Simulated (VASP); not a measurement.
# HfB2 (P-1) in VASP: electric field gradients with PBEsol

Aim: the electric field gradients of HfB2 with PBEsol.

All numbers are computed with VASP 6.6.1; they aren't measurements. Logs are shortened: lines on timing, memory, paths and dates and some standing lists are left out, and cuts for length are marked.

**1. The cell of the first run**

The typed cell holds 3 atoms: a = 3.141 Å, b = 3.099 Å, c = 3.481 Å, α = 89.36°, β = 88.27°, γ = 118.70°.

**2. Electric field gradients, PBEsol (equal xy, yz and zx shear strains of +3 %)**

Input file INCAR:

```
SYSTEM = HfB2
  PREC = Accurate
  ENCUT = 520
  EDIFF = 1E-8
  ISMEAR = -1
  SIGMA = 0.05
  LREAL = .FALSE.
  LASPH = .TRUE.
  NELM = 100
  ALGO = Normal
  ISIF = 2
  LWAVE = .FALSE.
  LCHARG = .FALSE.
  GGA = PS
  LEFG = .TRUE.
  NBANDS = 15
```

Input file KPOINTS:

```
Automatic mesh
0
G
  13 13 11
  0 0 0
```

Input file POSCAR:

```
HfB2
1.0
    3.1400001005      0.0471000015      0.0471000015
   -1.5292102525      2.6957698542      0.0172397971
    0.0522000000      0.0522000000      3.4800000000
Hf B
1 2
Direct
    0.0000000000      0.0000000000      0.0000000000
    0.3333333333      0.6666666667      0.5000000000
    0.6666666667      0.3333333333      0.5000000000
```

Potentials or basis: VASP PAW PBE potentials, release 64 (Hf_pv, B).

On the command line:

```sh
$ cat potpaw_PBE.64/Hf_pv/POTCAR potpaw_PBE.64/B/POTCAR > POTCAR
$ mpirun -np 1 vasp_std > vasp.out
```

OUTCAR:

```text
SYSTEM = HfB2
   PREC = Accurate
   ENCUT = 520
   EDIFF = 1E-8
   ISMEAR = -1
   LREAL = .FALSE.
   LASPH = .TRUE.
   NELM = 100
   ISIF = 2
   GGA = PS

 ion  position               nearest neighbor table
   1  0.000  0.000  0.000-   2 2.48   3 2.48   3 2.48   2 2.48   3 2.48   2 2.48   2 2.51   3 2.51
                             3 2.55   2 2.55   3 2.58   2 2.58
   2  0.333  0.667  0.500-   3 1.79   3 1.81   3 1.84   1 2.48   1 2.48   1 2.48   1 2.51   1 2.55
                             1 2.58
   3  0.667  0.333  0.500-   2 1.79   2 1.81   2 1.84   1 2.48   1 2.48   1 2.48   1 2.51   1 2.55
                             1 2.58

  LATTYP: Found a triclinic cell.
 ALAT       =     3.1815277131
 B/A-ratio  =     2.0106132572
 C/A-ratio  =     0.9741696453
 COS(alpha) =     0.0069198227
 COS(beta)  =     0.5001712246
 COS(gamma) =     0.7302131945

  Lattice vectors:

 A1 = (   1.6107898480,   2.7428698557,   0.0643397986)
 A2 = (   4.6985899485,   2.7377698572,  -3.3685601999)
 A3 = (  -1.5292102525,   2.6957698542,   0.0172397971)

Analysis of symmetry for initial positions (statically):
=====================================================================
 Subroutine PRICEL returns:
 Original cell was already a primitive cell.

 Routine SETGRP: Setting up the symmetry group for a
 triclinic supercell.

 Subroutine GETGRP returns: Found  2 space group operations
 (whereof  2 operations were pure point group operations)
 out of a pool of  2 trial point group operations.

The static configuration has the point symmetry S_2 .

Analysis of symmetry for dynamics (positions and initial velocities):
=====================================================================
 Subroutine PRICEL returns:
 Original cell was already a primitive cell.

 Routine SETGRP: Setting up the symmetry group for a
 triclinic supercell.

 Subroutine GETGRP returns: Found  2 space group operations
 (whereof  2 operations were pure point group operations)
 out of a pool of  2 trial point group operations.

The dynamic configuration has the point symmetry S_2 .

 Subroutine INISYM returns: Found  2 space group operations
 (whereof  2 operations are pure point group operations),
 and found     1 'primitive' translations

----------------------------------------------------------------------------------------

                                     Primitive cell

  volume of cell :      29.6947

  direct lattice vectors                    reciprocal lattice vectors
     3.140000101  0.047100002  0.047100002     0.315894096  0.179242501 -0.007427049
    -1.529210252  2.695769854  0.017239797    -0.005436977  0.367902123 -0.005436977
     0.052200000  0.052200000  3.480000000    -0.004248529 -0.004248529  0.287483778

  length of vectors
     3.140706521  3.099347724  3.480782912     0.363279665  0.367982463  0.287546557

  position of ions in fractional coordinates (direct lattice)
     0.000000000  0.000000000  0.000000000
     0.333333333  0.666666667  0.500000000
     0.666666667  0.333333333  0.500000000

  ion indices of the primitive-cell ions
   primitive index   ion index
                 1           1
                 2           2
                 3           3

----------------------------------------------------------------------------------------

 KPOINTS: Automatic mesh

Automatic generation of k-mesh.
 Grid dimensions read from file:
 generate k-points for:   13   13   11

 Generating k-lattice:

  Cartesian coordinates                     Fractional coordinates (reciprocal lattice)
     0.024299546  0.013787885 -0.000571311     0.076923077  0.000000000  0.000000000
    -0.000418229  0.028300163 -0.000418229    -0.000000000  0.076923077 -0.000000000
    -0.000386230 -0.000386230  0.026134889    -0.000000000  0.000000000  0.090909091

  Length of vectors
     0.027944590  0.028306343  0.026140596

[... 47 lines left out ...]
   ISPIN  =      1    spin polarized calculation?
   LNONCOLLINEAR =      F non collinear calculations
   LSORBIT =      F    spin-orbit coupling
   LASPH  =      T    aspherical Exc in radial PAW
   ENCUT  =  520.0 eV  38.22 Ry    6.18 a.u.   5.84  5.76  6.47*2*pi/ulx,y,z
   NELM   =    100;   NELMIN=  2; NELMDL= -5     # of ELM steps
   EDIFF  = 0.1E-07   stopping-criterion for ELM
   LREAL  =      F    real-space projection
   EDIFFG = 0.1E-06   stopping-criterion for IOM
   NSW    =      0    number of steps for IOM
   IBRION =     -1    ionic relax: 0-MD 1-quasi-New 2-CG
   NFREE  =      0    steps in history (QN), initial steepest desc. (CG)
   ISIF   =      2    stress and relaxation
   ISYM   =      2    0-nonsym 1-usesym 2-fastsym
   POTIM  = 0.5000    time-step for ionic-motion
   TEBEG  =    0.0;   TEEND  =   0.0 temperature during run
   PSTRESS=    0.0 pullay stress
   NELECT =      16.0000    total number of electrons
   NUPDOWN=      -1.0000    fix difference up-down
   EMIN   =  10.00;   EMAX   =-10.00  energy-range for DOS
   EFERMI =   0.00;   METHOD = LEGACY
   ISMEAR =    -1;   SIGMA  =   0.05  broadening in eV -4-tet -1-fermi 0-gaus
   EFERMI_NEDOS =   21; number of points for ismear=-14 and -15
   IALGO  =     38    algorithm
   IMIX   =      4    mixing-type and parameters
     AMIX     =   0.40;   BMIX     =  1.00
     AMIX_MAG =   1.60;   BMIX_MAG =  1.00
  volume/ion in A,a.u.               =       9.90        66.80
  Fermi-wavevector in a.u.,A,eV,Ry     =   1.332156  2.517410 24.145450  1.774641
  Thomas-Fermi vector in A             =   2.461113
   LORBIT       =      0    0 simple, 1 ext, 2 COOP (PROOUT), +10 PAW based schemes
   GGA     = PS    functional components
   LHFCALC =     F    Hartree Fock is set to
   AEXX    =    0.0000 exact exchange contribution
   IVDW    =     0    specifies the selected vdW correction
   LEPSILON=     F    determine dielectric tensor
   LRPA    =     F    only Hartree local field effects (RPA)
 non-spin polarized calculation
  energy-cutoff  :      520.00
  volume of cell :       29.69
 maximum number of plane-waves:       816
   NGX = 11   NGY = 11   NGZ = 13

 number of electron      15.9999999 magnetization

 Free energy of the ion-electron system (eV)
  ---------------------------------------------------
  ext. energy  EPLUGINS =         0.00000000
  ---------------------------------------------------
  free energy    TOTEN  =       -27.79551901 eV

  energy without entropy =      -27.79345359  energy(sigma->0) =      -27.79448630

 E-fermi :   7.6096     XC(G=0): -12.6829

 val. band max:        7.5932159778   @ k =   0.0769  -0.0769   0.2727
 cond. band min:       7.6151599285   @ k =   0.0769   0.0769   0.2727
 fundamental gap:      0.0219439507
 Fermi energy:         7.6096165463

 k-point     1 :       0.0000    0.0000    0.0000
  band No.  band energies     occupation
      1     -23.0182      2.00000
      2     -22.5394      2.00000
      3     -22.4788      2.00000
      4      -6.1697      2.00000
      5       4.4581      2.00000
      6       4.5600      2.00000
      7       4.8186      2.00000
      8       4.8263      2.00000
      9      11.2177      0.00000
     10      11.4513      0.00000
     11      12.1756      0.00000
     12      12.2370      0.00000
     13      12.5227      0.00000
     14      12.5795      0.00000
[... 401 lines left out ...]
      2     -22.9194      2.00000
      3     -22.6861      2.00000
      4      -4.0387      2.00000
      5       1.1388      2.00000
      6       2.9098      2.00000
      7       3.8493      2.00000
      8       6.6124      2.00000
      9       8.3192      0.00000
     10       9.2796      0.00000
     11      12.6143      0.00000
     12      13.8070      0.00000
     13      14.6560      0.00000
     14      15.5375      0.00000
     15      17.3295      0.00000

 [... further k-points ...]

------------------------ aborting loop because EDIFF is reached ----------------------------------------

  FORCE on cell =-STRESS in cart. coord.  units (eV):
  Direction    XX          YY          ZZ          XY          YZ          ZX
  --------------------------------------------------------------------------------------
  -------------------------------------------------------------------------------------
  Total       -0.6227679     -0.6154397     -0.7983451     -1.4533382     -1.4150799     -1.4179838
  in kB      -33.6014432    -33.2060466    -43.0747085    -78.4148637    -76.3506369    -76.5073145
  external PRESSURE =     -36.6273994 kB  Pullay stress =       0.0000000 kB

 VOLUME and BASIS-vectors are now :
 -----------------------------------------------------------------------------
  energy-cutoff  :      520.00
  volume of cell :       29.69
      direct lattice vectors                 reciprocal lattice vectors
     3.140000101  0.047100002  0.047100002     0.315894096  0.179242501 -0.007427049
    -1.529210252  2.695769854  0.017239797    -0.005436977  0.367902123 -0.005436977
     0.052200000  0.052200000  3.480000000    -0.004248529 -0.004248529  0.287483778

 POSITION                                       TOTAL-FORCE (eV/Angst)
 -----------------------------------------------------------------------------------
      0.00000      0.00000      0.00000        -0.000000      0.000000      0.000000
      0.05329      1.83898      1.76719         0.014445      0.013416     -0.012493
      1.60970      0.95609      1.77715        -0.014445     -0.013416      0.012493
 -----------------------------------------------------------------------------------
    total drift:                               -0.000000      0.000000      0.000000

  FREE ENERGIE OF THE ION-ELECTRON SYSTEM (eV)
  ---------------------------------------------------
  free  energy   TOTEN  =       -27.7955190073 eV

  energy  without entropy=      -27.7934535928  energy(sigma->0) =      -27.79448630

 Electric field gradients (V/A^2)
---------------------------------------------------------------------
 ion       V_xx      V_yy      V_zz      V_xy      V_xz      V_yz
---------------------------------------------------------------------
   1     -39.712   -38.904    78.616    29.758    61.265    61.344
   2      -0.860    -0.813     1.673     1.524     1.154     1.157
   3      -0.860    -0.813     1.673     1.524     1.154     1.157
---------------------------------------------------------------------

 Electric field gradients after diagonalization (V/A^2)
 (convention: |V_zz| > |V_xx| > |V_yy|)
----------------------------------------------------------------------
 ion       V_xx      V_yy      V_zz     asymmetry (V_yy - V_xx)/ V_zz
----------------------------------------------------------------------
   1     -69.082   -62.713   131.795       0.048
   2      -2.360    -0.527     2.887       0.635
   3      -2.360    -0.527     2.887       0.635
----------------------------------------------------------------------

           NMR quadrupolar parameters

 Cq : quadrupolar parameter    Cq=e*Q*V_zz/h
 eta: asymmetry parameters     (V_yy - V_xx)/ V_zz
 Q  : nuclear electric quadrupole moment in mb (millibarn)
----------------------------------------------------------------------
 ion       Cq(MHz)       eta       Q (mb)
----------------------------------------------------------------------
   1       0.319       0.048       1.000
   2       0.007       0.635       1.000
   3       0.007       0.635       1.000
----------------------------------------------------------------------
```

Wall time 5.7 min (1 thread of Intel Xeon Platinum 8259CL at 2.50GHz (Skylake/Cascade Lake), shared host); peak memory 0.5 GiB.

Results:

- Free energy: -27.7955 eV
- Pressure: -3.7 GPa
- Largest force: 0.023 eV/Å
- Band gap on the k mesh: zero (bands 8 and 9 overlap by 1.02 eV)
- Largest electric field gradient by atom: Hf +131.8; B +2.9 V/Å²

Forces on the atoms (eV/Å):
```
Hf   0.000  0.000  0.000
B    0.014  0.013 -0.012
B   -0.014 -0.013  0.012
```

Electric field gradients, principal values (V/Å²):
| atom | least | middle | greatest (by size) |
| --- | --- | --- | --- |
| 1 Hf | -62.713 | -69.082 | 131.795 |
| 2 B | -0.527 | -2.360 | 2.887 |
| 3 B | -0.527 | -2.360 | 2.887 |

Caveat: the cell differs from its parent crystal (equal xy, yz and zx shear strains of +3 %); the cell stands under tension; without QUAD_EFG the Cq values of the log hold for a quadrupole moment of 1 mb, not for the nuclei; the PAW data sets were made with another functional, which shifts forces and pressure a little; spin-orbit coupling is left out, which moves the levels of the heavy elements.

The gap in the log of VASP goes by the Fermi energy; the results here count the filled bands.